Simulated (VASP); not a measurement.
Crystal: Sb.

```xyz
2
Lattice="0.0000 3.2195 3.2195 3.2195 0.0000 3.2195 3.2195 3.2195 0.0000" Properties=species:S:1:pos:R:3 pbc="T T T"
Sb    0.0000    0.0000    0.0000
Sb    1.6098    1.6098    1.6098
```

This isn't the form of Sb at room conditions, which is rhombohedral.

| Property | Result |
| --- | --- |
| Program | VASP 6.6.1 |
| Task | relaxation of cell and atoms |
| Functional | PBE |
| Potentials or basis | VASP PAW PBE potentials, release 64 (Sb) |
| Cutoff | 600 eV |
| k mesh | 10 × 10 × 10 |
| Occupations | fermi-dirac, width 0.05 eV |
| Spin | no spin polarisation |

At the start: pressure 12.7 GPa; volume 33.37 Å³/atom.

**Question.** Where does the relaxation end?

**Answer.** Over 5 steps the energy falls by 301.2 meV/atom and the volume is 42.70 Å³/atom (+27.9 %); space group Fd-3m (No. 227, to 0.1 Å) before and after.

Step by step:
| step | energy change (eV) | largest force (eV/Å) | pressure (GPa) | volume (Å³) |
| --- | --- | --- | --- | --- |
| 1 | 0.0000 | 0.0000 | 12.67 | 66.74 |
| 2 | -0.5031 | 0.0000 | -2.82 | 95.62 |
| 3 | -0.6024 | 0.0000 | 0.08 | 85.20 |
| 4 | -0.6024 | 0.0000 | -0.07 | 85.60 |
| 5 | -0.6024 | 0.0000 | 0.01 | 85.39 |

Final structure:
```
CELL_PARAMETERS angstrom
0.00000 3.49511 3.49511
3.49511 0.00000 3.49511
3.49511 3.49511 0.00000
ATOMIC_POSITIONS crystal
Sb 0.00000 0.00000 0.00000
Sb 0.25000 0.25000 0.25000
```

Caveat: the volume moved by over 15 % at a fixed basis, so the end points are rough.
